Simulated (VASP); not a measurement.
# SiO2 (I-42d) in VASP: a series of runs, part 2 of 2

VASP 6.6.1.

### Step 3. Electric field gradients, PBE

File INCAR:

```
SYSTEM = SiO2
ALGO     = Normal         ! electronic algorithm
EDIFF    = 1E-8           ! SCF threshold, eV
ENCUT    = 520            ! plane-wave cutoff, eV
GGA      = PE             ! functional
ISIF     = 2              ! what is computed and relaxed
ISMEAR   = 1              ! smearing method
LASPH    = .TRUE.         ! aspherical terms in the spheres
LCHARG   = .FALSE.        ! write CHGCAR
LEFG     = .TRUE.       
LREAL    = .FALSE.        ! projectors in reciprocal space
LWAVE    = .FALSE.        ! write WAVECAR
NBANDS   = 25             ! bands
NELM     = 60             ! most SCF steps
PREC     = Accurate       ! precision mode
SIGMA    = 0.025          ! smearing width, eV
```

File KPOINTS:

```
k-points
0
G
  5 5 5
  0 0 0
```

File POSCAR:

```
SiO2
1.0
   -2.4772904627      2.4772904627      3.6556712422
    2.4772904627     -2.4772904627      3.6556712422
    2.4772904627      2.4772904627     -3.6556712422
Si O
2 4
Direct
    0.0000000000      0.0000000000      0.0000000000
    0.7500000000      0.2500000000      0.5000000000
    0.3750000000      0.2217861300      0.3467861300
    0.9717861300      0.6250000000      0.8467861300
    0.7782138700      0.1250000000      0.1532138700
    0.8750000000      0.0282138700      0.6532138700
```

Potentials or basis: VASP PAW PBE potentials, release 64 (Si, O).

Run with:

```console
$ cat potpaw_PBE.64/Si/POTCAR potpaw_PBE.64/O/POTCAR > POTCAR
$ mpirun -np 1 vasp_std > vasp.out
```

OUTCAR:

```text
SYSTEM = SiO2
   EDIFF = 1E-8
   ENCUT = 520
   GGA = PE
   ISIF = 2
   ISMEAR = 1
   LASPH = .TRUE.
   LREAL = .FALSE.
   NELM = 60
   PREC = Accurate

 ion  position               nearest neighbor table
   1  0.000  0.000  0.000-   3 1.61   4 1.61   6 1.61   5 1.61   2 3.08   2 3.08   2 3.08   2 3.08

   2  0.750  0.250  0.500-   3 1.61   4 1.61   5 1.61   6 1.61   1 3.08   1 3.08   1 3.08   1 3.08

   3  0.375  0.222  0.347-   1 1.61   2 1.61
   4  0.972  0.625  0.847-   1 1.61   2 1.61
   5  0.778  0.125  0.153-   2 1.61   1 1.61
   6  0.875  0.028  0.653-   1 1.61   2 1.61

  LATTYP: Found a body centered tetragonal cell.
 ALAT       =     4.9545809254
 C/A-ratio  =     1.4756732395

  Lattice vectors:

 A1 = (  -2.4772904627,   2.4772904627,   3.6556712422)
 A2 = (   2.4772904627,  -2.4772904627,   3.6556712422)
 A3 = (   2.4772904627,   2.4772904627,  -3.6556712422)

Analysis of symmetry for initial positions (statically):
=====================================================================
 Subroutine PRICEL returns:
 Original cell was already a primitive cell.

 Routine SETGRP: Setting up the symmetry group for a
 body centered tetragonal supercell.

 Subroutine GETGRP returns: Found  8 space group operations
 (whereof  4 operations were pure point group operations)
 out of a pool of 16 trial point group operations.
[... 681 lines left out ...]
  Direction    XX          YY          ZZ          XY          YZ          ZX
  --------------------------------------------------------------------------------------
  -------------------------------------------------------------------------------------
  Total        2.5728550      2.5728550      2.5243390      0.0000000      0.0000000      0.0000000
  in kB       45.9351265     45.9351265     45.0689329      0.0000000      0.0000000      0.0000000
  external PRESSURE =      45.6463953 kB  Pullay stress =       0.0000000 kB

 VOLUME and BASIS-vectors are now :
 -----------------------------------------------------------------------------
  energy-cutoff  :      520.00
  volume of cell :       89.74
      direct lattice vectors                 reciprocal lattice vectors
    -2.477290463  2.477290463  3.655671242     0.000000000  0.201833417  0.136773787
     2.477290463 -2.477290463  3.655671242     0.201833417  0.000000000  0.136773787
     2.477290463  2.477290463 -3.655671242     0.201833417  0.201833417  0.000000000

 POSITION                                       TOTAL-FORCE (eV/Angst)
 -----------------------------------------------------------------------------------
      0.00000      0.00000      0.00000         0.000000     -0.000000     -0.000000
      0.00000      2.47729      1.82784         0.000000     -0.000000     -0.000000
      0.47953      1.23865      0.91392         0.268348     -0.000000      0.000000
      1.23865      2.95683      2.74175         0.000000      0.268348      0.000000
     -1.23865      1.99776      2.74175         0.000000     -0.268348      0.000000
     -0.47953      3.71594      0.91392        -0.268348     -0.000000      0.000000
 -----------------------------------------------------------------------------------
    total drift:                                0.000002      0.000002      0.000001

  FREE ENERGIE OF THE ION-ELECTRON SYSTEM (eV)
  ---------------------------------------------------
  free  energy   TOTEN  =       -47.4508512363 eV

  energy  without entropy=      -47.4508744653  energy(sigma->0) =      -47.45085898

 Electric field gradients (V/A^2)
---------------------------------------------------------------------
 ion       V_xx      V_yy      V_zz      V_xy      V_xz      V_yz
---------------------------------------------------------------------
   1       0.242     0.242    -0.484    -0.000    -0.000    -0.000
   2       0.242     0.242    -0.484    -0.000    -0.000    -0.000
   3     -36.256    39.374    -3.119     0.001     0.001    66.760
   4      39.374   -36.256    -3.119     0.001    66.760     0.001
   5      39.375   -36.256    -3.119     0.002   -66.757     0.001
   6     -36.256    39.375    -3.119     0.002     0.001   -66.757
---------------------------------------------------------------------

 Electric field gradients after diagonalization (V/A^2)
 (convention: |V_zz| > |V_xx| > |V_yy|)
----------------------------------------------------------------------
 ion       V_xx      V_yy      V_zz     asymmetry (V_yy - V_xx)/ V_zz
----------------------------------------------------------------------
   1       0.242     0.242    -0.484       0.001
   2       0.242     0.242    -0.484       0.001
   3     -51.932   -36.256    88.188       0.178
   4     -51.932   -36.256    88.188       0.178
   5     -51.928   -36.256    88.184       0.178
   6     -51.928   -36.256    88.184       0.178
----------------------------------------------------------------------

           NMR quadrupolar parameters

 Cq : quadrupolar parameter    Cq=e*Q*V_zz/h
 eta: asymmetry parameters     (V_yy - V_xx)/ V_zz
 Q  : nuclear electric quadrupole moment in mb (millibarn)
----------------------------------------------------------------------
 ion       Cq(MHz)       eta       Q (mb)
----------------------------------------------------------------------
   1      -0.001       0.001       1.000
   2      -0.001       0.001       1.000
   3       0.213       0.178       1.000
   4       0.213       0.178       1.000
   5       0.213       0.178       1.000
   6       0.213       0.178       1.000
----------------------------------------------------------------------
```

OSZICAR:

```text
N       E                     dE             d eps       ncg     rms          rms(c)
DAV:   1     0.177388380357E+03    0.17739E+03   -0.16243E+04   900   0.114E+03
DAV:   2    -0.407558809980E+02   -0.21814E+03   -0.20739E+03  1195   0.271E+02
DAV:   3    -0.538411493021E+02   -0.13085E+02   -0.13012E+02  1206   0.678E+01
DAV:   4    -0.539781603769E+02   -0.13701E+00   -0.13697E+00  1072   0.795E+00
DAV:   5    -0.539798497243E+02   -0.16893E-02   -0.16887E-02  1199   0.870E-01    0.209E+01
DAV:   6    -0.474482082896E+02    0.65316E+01   -0.20419E+01  1104   0.286E+01    0.103E+01
DAV:   7    -0.474542383951E+02   -0.60301E-02   -0.75429E-01  1206   0.463E+00    0.360E+00
DAV:   8    -0.474446778648E+02    0.95605E-02   -0.39181E-02  1152   0.162E+00    0.140E+00
DAV:   9    -0.474494186520E+02   -0.47408E-02   -0.23166E-02  1143   0.109E+00    0.278E-01
DAV:  10    -0.474508360177E+02   -0.14174E-02   -0.17097E-03   967   0.256E-01    0.753E-02
DAV:  11    -0.474508435438E+02   -0.75261E-05   -0.39505E-04  1159   0.142E-01    0.178E-02
DAV:  12    -0.474508491286E+02   -0.55848E-05   -0.14919E-05  1078   0.267E-02    0.135E-02
DAV:  13    -0.474508510190E+02   -0.18904E-05   -0.26272E-06  1159   0.115E-02    0.389E-03
DAV:  14    -0.474508512235E+02   -0.20456E-06   -0.11409E-07  1080   0.239E-03    0.115E-03
DAV:  15    -0.474508512402E+02   -0.16625E-07   -0.14937E-08  1000   0.914E-04    0.378E-04
DAV:  16    -0.474508512363E+02    0.38995E-08   -0.14822E-09   824   0.266E-04
   1 F= -.47450851E+02 E0= -.47450859E+02  d E =0.232290E-04
```

Wall time 64 s (1 thread of AMD EPYC 7R13, shared host); peak memory 0.2 GiB.

Results:

```
Free energy                             : -47.4509 eV
Pressure                                : 4.6 GPa
Largest force                           : 0.268 eV/Å
Band gap on the k mesh                  : 5.92 eV
Largest electric field gradient by atom : Si -0.5; O +88.2 V/Å²
```

Forces on the atoms (eV/Å):
```
Si   0.000  0.000  0.000
Si   0.000  0.000  0.000
O    0.268  0.000  0.000
O    0.000  0.268  0.000
O    0.000 -0.268  0.000
O   -0.268  0.000  0.000
```

Levels at points of the mesh, in eV from the valence-band top:
```tsv
k point	band 12	band 13	band 14	band 15	band 16	band 17	band 18	band 19	band 20	band 21
(0.00, 0.00, 0.00)	-1.60	-1.55	-0.69	0.00	0.00	5.92	8.84	10.65	10.65	10.73
```

Electric field gradients, principal values (V/Å²):
| atom | least | middle | greatest (by size) |
| --- | --- | --- | --- |
| 1 Si | 0.242 | 0.242 | -0.484 |
| 2 Si | 0.242 | 0.242 | -0.484 |
| 3 O | -36.256 | -51.932 | 88.188 |
| 4 O | -36.256 | -51.932 | 88.188 |
| 5 O | -36.256 | -51.928 | 88.184 |
| 6 O | -36.256 | -51.928 | 88.184 |

Caveat: the cell stands under pressure; without QUAD_EFG the Cq values of the log hold for a quadrupole moment of 1 mb, not for the nuclei.

### Step 4. Dielectric tensor, PBE

File INCAR:

```
SYSTEM = SiO2
ALGO     = Normal         ! electronic algorithm
EDIFF    = 1E-8           ! SCF threshold, eV
ENCUT    = 520            ! plane-wave cutoff, eV
GGA      = PE             ! functional
ISIF     = 2              ! what is computed and relaxed
ISMEAR   = 0              ! smearing method
LASPH    = .True.         ! aspherical terms in the spheres
LCHARG   = .False.        ! write CHGCAR
LEPSILON = .True.         ! dielectric tensor by DFPT
LREAL    = .False.        ! projectors in reciprocal space
LWAVE    = .False.        ! write WAVECAR
NELM     = 80             ! most SCF steps
PREC     = Accurate       ! precision mode
SIGMA    = 0.01           ! smearing width, eV
```

File KPOINTS:

```
k-points
0
Gamma
  5 5 5
  0 0 0
```

POSCAR is that of step 3.

Potentials or basis: VASP PAW PBE potentials, release 64 (Si, O).

Run with:

```console
$ cat potpaw_PBE.64/Si/POTCAR potpaw_PBE.64/O/POTCAR > POTCAR
$ mpirun -np 1 vasp_std > vasp.out
```

OUTCAR:

```text
SYSTEM = SiO2
   EDIFF = 1E-8
   ENCUT = 520
   GGA = PE
   ISIF = 2
   ISMEAR = 0
   LASPH = .True.
   LEPSILON = .True.
   LREAL = .False.
   NELM = 80
   PREC = Accurate

 ion  position               nearest neighbor table
   1  0.000  0.000  0.000-   3 1.61   4 1.61   6 1.61   5 1.61   2 3.08   2 3.08   2 3.08   2 3.08

   2  0.750  0.250  0.500-   3 1.61   4 1.61   5 1.61   6 1.61   1 3.08   1 3.08   1 3.08   1 3.08

   3  0.375  0.222  0.347-   1 1.61   2 1.61
   4  0.972  0.625  0.847-   1 1.61   2 1.61
   5  0.778  0.125  0.153-   2 1.61   1 1.61
   6  0.875  0.028  0.653-   1 1.61   2 1.61

  LATTYP: Found a body centered tetragonal cell.
 ALAT       =     4.9545809254
 C/A-ratio  =     1.4756732395

  Lattice vectors:

 A1 = (  -2.4772904627,   2.4772904627,   3.6556712422)
 A2 = (   2.4772904627,  -2.4772904627,   3.6556712422)
 A3 = (   2.4772904627,   2.4772904627,  -3.6556712422)

Analysis of symmetry for initial positions (statically):
=====================================================================
 Subroutine PRICEL returns:
 Original cell was already a primitive cell.

 Routine SETGRP: Setting up the symmetry group for a
 body centered tetragonal supercell.

 Subroutine GETGRP returns: Found  8 space group operations
 (whereof  4 operations were pure point group operations)
 out of a pool of 16 trial point group operations.

The static configuration has the point symmetry S_4 .
 The point group associated with its full space group is D_2d.

Analysis of symmetry for dynamics (positions and initial velocities):
=====================================================================
 Subroutine PRICEL returns:
 Original cell was already a primitive cell.

 Routine SETGRP: Setting up the symmetry group for a
 body centered tetragonal supercell.

 Subroutine GETGRP returns: Found  8 space group operations
 (whereof  4 operations were pure point group operations)
 out of a pool of 16 trial point group operations.

The dynamic configuration has the point symmetry S_4 .
 The point group associated with its full space group is D_2d.

 Subroutine INISYM returns: Found  8 space group operations
 (whereof  4 operations are pure point group operations),
 and found     1 'primitive' translations

----------------------------------------------------------------------------------------

                                     Primitive cell

  volume of cell :      89.7390

  direct lattice vectors                    reciprocal lattice vectors
    -2.477290463  2.477290463  3.655671242     0.000000000  0.201833417  0.136773787
     2.477290463 -2.477290463  3.655671242     0.201833417  0.000000000  0.136773787
     2.477290463  2.477290463 -3.655671242     0.201833417  0.201833417  0.000000000

  length of vectors
     5.063385064  5.063385064  5.063385064     0.243810987  0.243810987  0.285435556

  position of ions in fractional coordinates (direct lattice)
     0.000000000  0.000000000  0.000000000
     0.750000000  0.250000000  0.500000000
     0.375000000  0.221786130  0.346786130
     0.971786130  0.625000000  0.846786130
     0.778213870  0.125000000  0.153213870
     0.875000000  0.028213870  0.653213870
[... 545 lines left out ...]

 VOLUME and BASIS-vectors are now :
 -----------------------------------------------------------------------------
  energy-cutoff  :      520.00
  volume of cell :       89.74
      direct lattice vectors                 reciprocal lattice vectors
    -2.477290463  2.477290463  3.655671242     0.000000000  0.201833417  0.136773787
     2.477290463 -2.477290463  3.655671242     0.201833417  0.000000000  0.136773787
     2.477290463  2.477290463 -3.655671242     0.201833417  0.201833417  0.000000000

 POSITION                                       TOTAL-FORCE (eV/Angst)
 -----------------------------------------------------------------------------------
      0.00000      0.00000      0.00000         0.000000     -0.000000     -0.000000
      0.00000      2.47729      1.82784         0.000000      0.000000      0.000000
      0.47953      1.23865      0.91392         0.268350      0.000000     -0.000000
      1.23865      2.95683      2.74175         0.000000      0.268350     -0.000000
     -1.23865      1.99776      2.74175         0.000000     -0.268350     -0.000000
     -0.47953      3.71594      0.91392        -0.268350      0.000000     -0.000000
 -----------------------------------------------------------------------------------
    total drift:                                0.000002      0.000002      0.000001

  FREE ENERGIE OF THE ION-ELECTRON SYSTEM (eV)
  ---------------------------------------------------
  free  energy   TOTEN  =       -47.4508744272 eV

  energy  without entropy=      -47.4508744272  energy(sigma->0) =      -47.45087443

 HEAD OF MICROSCOPIC STATIC DIELECTRIC TENSOR (INDEPENDENT PARTICLE, excluding Hartree and local field effects)
 ------------------------------------------------------
           2.320275     0.000000     0.000000
           0.000000     2.320275     0.000000
           0.000000    -0.000000     2.300946
 ------------------------------------------------------

 Free energy of the ion-electron system (eV)
  ---------------------------------------------------
  ---------------------------------------------------
  free energy    TOTEN  =        -0.33074195 eV

  energy without entropy =       -0.33074195

------------------------ aborting loop because EDIFF is reached ----------------------------------------

--------------------------------------- Ionic step        2  -------------------------------------------

------------------------ aborting loop because EDIFF is reached ----------------------------------------

--------------------------------------- Ionic step        3  -------------------------------------------

 Free energy of the ion-electron system (eV)
  ---------------------------------------------------
  ---------------------------------------------------
  free energy    TOTEN  =        -0.33400727 eV

  energy without entropy =       -0.33400727

------------------------ aborting loop because EDIFF is reached ----------------------------------------

 PIEZOELECTRIC TENSOR FIELD DIRECTION 3  (e Angst)
 -----------------------------------------------------------------------------
     0.00003 -1.46412  0.00000           (  0.00000 -0.06009  0.00000)
    -1.46412  0.00003  0.00000           ( -0.06009  0.00000  0.00000)
     0.00000  0.00000 -0.00005           (  0.00000  0.00000  0.00000)

 PIEZOELECTRIC TENSOR FIELD DIRECTION 3  (C/m^2)
 -----------------------------------------------------------------------------
     0.00001 -0.26140  0.00000
    -0.26140  0.00001  0.00000
     0.00000  0.00000 -0.00001

 MACROSCOPIC STATIC DIELECTRIC TENSOR (including local field effects in DFT)
 ------------------------------------------------------
           2.209498    -0.000000     0.000000
           0.000000     2.209498     0.000000
           0.000000     0.000000     2.220110
 ------------------------------------------------------

 PIEZOELECTRIC TENSOR (including local field effects)  for field in x, y, z        (e  Angst)
          XX          YY          ZZ          XY          YZ          ZX
  --------------------------------------------------------------------------------
  x     0.00000     0.00000     0.00000     0.00000    -1.00945     0.00000
  y     0.00000    -0.00000     0.00000     0.00000     0.00000    -1.00945
  z     0.00000     0.00000     0.00000    -1.46412     0.00000     0.00000

 PIEZOELECTRIC TENSOR (including local field effects)  for field in x, y, z        (C/m^2)
          XX          YY          ZZ          XY          YZ          ZX
  --------------------------------------------------------------------------------
  x     0.00000     0.00000     0.00000     0.00000    -0.18023     0.00000
  y     0.00000    -0.00000     0.00000     0.00000     0.00000    -0.18023
  z     0.00000     0.00000     0.00000    -0.26140     0.00000     0.00000

 BORN EFFECTIVE CHARGES (including local field effects) (in |e|, cummulative output)
 ---------------------------------------------------------------------------------
 ion    1
    1     3.27954    -0.37490     0.00000
    2     0.37490     3.27954    -0.00000
    3     0.00000     0.00000     3.35219
 ion    2
    1     3.27954     0.37490     0.00000
    2    -0.37490     3.27954    -0.00000
    3     0.00000     0.00000     3.35219
 ion    3
    1    -1.07123     0.00000     0.00000
    2     0.00000    -2.20830    -0.88833
    3     0.00000    -0.86949    -1.67609
 ion    4
    1    -2.20830     0.00000    -0.88833
    2     0.00000    -1.07123     0.00000
    3    -0.86949     0.00000    -1.67609
 ion    5
    1    -2.20830     0.00000     0.88833
    2     0.00000    -1.07123     0.00000
    3     0.86949     0.00000    -1.67609
 ion    6
    1    -1.07123     0.00000     0.00000
    2     0.00000    -2.20830     0.88833
    3     0.00000     0.86949    -1.67609
```

Run time: 15 min. Hardware: 1 thread of AMD EPYC 7R13, shared host; peak memory 0.35 GiB.

Results:

```yaml
Band_gap_on_the_k_mesh: 5.92 eV
Electronic_dielectric_tensor_diagonal: 2.21, 2.21, 2.22
Born_charges_mean_of_the_diagonal: Si +3.30; O -1.65 e
```

Electronic dielectric tensor:
```
2.21 0.00 0.00
0.00 2.21 0.00
0.00 0.00 2.22
```

Born effective charge tensors (e):
atom 1, Si
```
 3.28 -0.37  0.00
 0.37  3.28  0.00
 0.00  0.00  3.35
```
atom 2, Si
```
 3.28  0.37  0.00
-0.37  3.28  0.00
 0.00  0.00  3.35
```
atom 3, O
```
-1.07  0.00  0.00
 0.00 -2.21 -0.89
 0.00 -0.87 -1.68
```
atom 4, O
```
-2.21  0.00 -0.89
 0.00 -1.07  0.00
-0.87  0.00 -1.68
```
atom 5, O
```
-2.21  0.00  0.89
 0.00 -1.07  0.00
 0.87  0.00 -1.68
```
atom 6, O
```
-1.07  0.00  0.00
 0.00 -2.21  0.89
 0.00  0.87 -1.68
```

### Step 5. Overview

| task | smearing | gap on the mesh (eV) | pressure (GPa) | largest force (eV/Å) |
| --- | --- | --- | --- | --- |
| electric field gradients | fermi-dirac 0.02 eV | 5.92 | 4.6 | 0.27 |
| electric field gradients | methfessel-paxton 0.025 eV | 5.92 | 4.6 | 0.27 |
| dielectric tensor | gaussian 0.01 eV | 5.92 | - | - |

Alike in all rows: level PBE; potentials or basis VASP PAW PBE potentials, release 64 (Si, O); no spin polarisation; cell as given; k mesh 5 × 5 × 5; cutoff (eV) 520.

Caveats: the cell stands under pressure (at least some runs).

Total energies depend on the potentials used, so only differences within one code and one set of settings carry meaning.
